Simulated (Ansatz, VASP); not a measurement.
**Two plane-wave programs on Sc5Mo**

```
Sc Mo
1.0
     0.00000    4.04781    4.04781
     4.04781    0.00000    4.04781
     4.04781    4.04781    0.00000
Sc Mo
5 1
Cartesian
  3.1466 3.1466 3.1466
  4.9490 4.9490 3.1466
  4.9490 3.1466 4.9490
  3.1466 4.9490 4.9490
  6.0717 6.0717 6.0717
  2.0239 2.0239 2.0239
```

Alike in both runs: task relaxation of cell and atoms; functional PBE; k mesh 4 × 4 × 4; occupations gaussian, width 0.1 eV; no spin polarisation.

|  | VASP | Ansatz |
| --- | --- | --- |
| version | VASP 6.6.1 | Ansatz 0.2.0 |
| potentials or method | VASP PAW PBE potentials, release 64 (Sc_sv, Mo_sv), cutoff 600 eV | scalar-relativistic, plane waves, PAW |
| valence electrons in the cell | 69 | 69 |

|  | VASP | Ansatz | Ansatz less VASP |
| --- | --- | --- | --- |
| gap on the k mesh at the Fermi level, each at its own relaxed structure (eV) | none | none | - |
| relaxed volume (Å³/atom) | 35.29 | 34.86 | -0.439 |
| relaxed cell length with the largest relative difference (Å) | 6.691 | 6.663 | -0.0279 |

A gap of «none» marks a metal or a gap that the smearing closes.

Noted on VASP's run: the volume moved by over 15 % at a fixed basis, so the end points are rough.
